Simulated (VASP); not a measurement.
# Se (P3_121) in VASP: further runs, part 2 of 2

VASP 6.6.1. The steps go on from the part before.

## Step 3: Electric field gradients, LDA

The input, INCAR:

```
  PREC = Accurate
  ENCUT = 520
  EDIFF = 1E-8
  ISMEAR = -1
  SIGMA = 0.01
  LREAL = False
  LASPH = True
  NELM = 60
  ALGO = Normal
  ISIF = 2
  LWAVE = False
  LCHARG = False
  GGA = CA
  LEFG = True
  NBANDS = 16
```

The input, KPOINTS:

```
Automatic mesh
0
Gamma
  6 6 5
```

The input, POSCAR:

```
Se
1.0
    4.5048207049      0.0000000000      0.0000000000
   -2.2524103524      3.9012891699      0.0000000000
    0.0000000000      0.0000000000      4.9787963167
Se
3
Direct
    0.2178929800      0.0000000000      0.3333333333
    0.0000000000      0.2178929800      0.6666666667
    0.7821070200      0.7821070200      0.0000000000
```

Potentials or basis: VASP PAW LDA potentials, release 64 (Se).

The run is started by

```bash
$ cat potpaw_LDA.64/Se/POTCAR > POTCAR
$ mpirun -np 1 vasp_std > vasp.out
```

OUTCAR:

```text
PREC = Accurate
   ENCUT = 520
   EDIFF = 1E-8
   ISMEAR = -1
   LREAL = False
   LASPH = True
   NELM = 60
   ISIF = 2
   GGA = CA

 ion  position               nearest neighbor table
   1  0.218  0.000  0.333-   3 2.38   2 2.38
   2  0.000  0.218  0.667-   3 2.38   1 2.38
   3  0.782  0.782  0.000-   2 2.38   1 2.38

  LATTYP: Found a hexagonal cell.
 ALAT       =     4.5048207049
 C/A-ratio  =     1.1052152001

  Lattice vectors:

 A1 = (   4.5048207049,   0.0000000000,   0.0000000000)
 A2 = (  -2.2524103524,   3.9012891699,   0.0000000000)
 A3 = (   0.0000000000,   0.0000000000,   4.9787963167)

Analysis of symmetry for initial positions (statically):
=====================================================================
 Subroutine PRICEL returns:
 Original cell was already a primitive cell.

 Routine SETGRP: Setting up the symmetry group for a
[... 653 lines left out ...]
    -2.252410352  3.901289170  0.000000000     0.000000000  0.256325526  0.000000000
     0.000000000  0.000000000  4.978796317     0.000000000  0.000000000  0.200851759

 POSITION                                       TOTAL-FORCE (eV/Angst)
 -----------------------------------------------------------------------------------
      0.98157      0.00000      1.65960         0.120313     -0.000000     -0.000000
     -0.49078      0.85006      3.31920        -0.060157      0.104195      0.000000
      1.76163      3.05123      0.00000        -0.060157     -0.104195      0.000000
 -----------------------------------------------------------------------------------
    total drift:                                0.000000      0.000001     -0.000000

  FREE ENERGIE OF THE ION-ELECTRON SYSTEM (eV)
  ---------------------------------------------------
  free  energy   TOTEN  =       -12.2391549576 eV

  energy  without entropy=      -12.2391549576  energy(sigma->0) =      -12.23915496

 Electric field gradients (V/A^2)
---------------------------------------------------------------------
 ion       V_xx      V_yy      V_zz      V_xy      V_xz      V_yz
---------------------------------------------------------------------
   1     169.335  -345.114   175.779    -0.000     0.000   335.916
   2    -216.501    40.723   175.779  -222.763  -290.912  -167.958
   3    -216.502    40.722   175.779   222.763   290.912  -167.958
---------------------------------------------------------------------

 Electric field gradients after diagonalization (V/A^2)
 (convention: |V_zz| > |V_xx| > |V_yy|)
----------------------------------------------------------------------
 ion       V_xx      V_yy      V_zz     asymmetry (V_yy - V_xx)/ V_zz
----------------------------------------------------------------------
   1     340.388   169.335  -509.723       0.336
   2     340.388   169.335  -509.723       0.336
   3     340.388   169.334  -509.723       0.336
----------------------------------------------------------------------

           NMR quadrupolar parameters

 Cq : quadrupolar parameter    Cq=e*Q*V_zz/h
 eta: asymmetry parameters     (V_yy - V_xx)/ V_zz
 Q  : nuclear electric quadrupole moment in mb (millibarn)
----------------------------------------------------------------------
 ion       Cq(MHz)       eta       Q (mb)
----------------------------------------------------------------------
   1      -1.233       0.336       1.000
   2      -1.233       0.336       1.000
   3      -1.233       0.336       1.000
----------------------------------------------------------------------
```

stdout:

```text
POSCAR found type information on POSCAR Se
 POSCAR found :  1 types and       3 ions
 scaLAPACK will be used
 LDA part: xc-table for (Slater(with rela. corr.)+CA(PZ))
 , standard interpolation
 POSCAR, INCAR and KPOINTS ok, starting setup
 FFT: planning ... GRIDC
 FFT: planning ... GRID_SOFT
 FFT: planning ... GRID
 WAVECAR not read
 entering main loop
ion   1

ion   2
     0.0000499     3.3882117     2.4779435    -2.1955353     4.2919241     1.9561850
     0.0000687     3.3882117     2.4779435    -2.1955353     4.2919241     1.9561849
     0.0000946     3.3882117     2.4779435    -2.1955353     4.2919241     1.9561849
     0.0001302     3.3882117     2.4779435    -2.1955352     4.2919240     1.9561849

     0.0000499   203.9385633   153.6627345  -139.2175765   266.1516633   117.7439844
     0.0000687   203.9336405   153.6590166  -139.2142063   266.1452237   117.7411423
     0.0000946   203.9256615   153.6529904  -139.2087439   266.1347862   117.7365356
     0.0001302   203.9127930   153.6432716  -139.1999346   266.1179527   117.7291059

ion   3
     0.0000499    -3.3882117     2.4779435    -2.1955353    -4.2919241     1.9561850
     0.0000687    -3.3882117     2.4779435    -2.1955353    -4.2919241     1.9561849
     0.0000946    -3.3882117     2.4779435    -2.1955353    -4.2919241     1.9561849
     0.0001302    -3.3882117     2.4779435    -2.1955352    -4.2919240     1.9561849

     0.0000499  -203.9385633   153.6627345  -139.2175765  -266.1516633   117.7439844
     0.0000687  -203.9336405   153.6590166  -139.2142063  -266.1452237   117.7411423
     0.0000946  -203.9256614   153.6529904  -139.2087439  -266.1347862   117.7365356
     0.0001302  -203.9127930   153.6432716  -139.1999346  -266.1179527   117.7291059
```

Wall time 46 s (1 thread of Intel Xeon 8259CL, shared host); peak memory 0.19 GiB.

What came out:

```yaml
Free_energy: -12.2392 eV
Pressure: -2.0 GPa
Largest_force: 0.120 eV/Å
Band_gap_on_the_k_mesh: 1.35 eV (least direct gap 1.45 eV)
Largest_electric_field_gradient_by_atom: Se -509.7 V/Å²
```

Forces in eV/Å, atoms in the order of the input:
```
Se   0.120  0.000  0.000
Se  -0.060  0.104  0.000
Se  -0.060 -0.104  0.000
```

Electric field gradients, principal values (V/Å²):
| atom | least | middle | greatest (by size) |
| --- | --- | --- | --- |
| 1 Se | 169.335 | 340.388 | -509.723 |
| 2 Se | 169.335 | 340.388 | -509.723 |
| 3 Se | 169.334 | 340.388 | -509.723 |

Caveat: without QUAD_EFG the Cq values of the log hold for a quadrupole moment of 1 mb, not for the nuclei; an odd mesh through Γ misses points on the zone boundary, where band edges can lie.
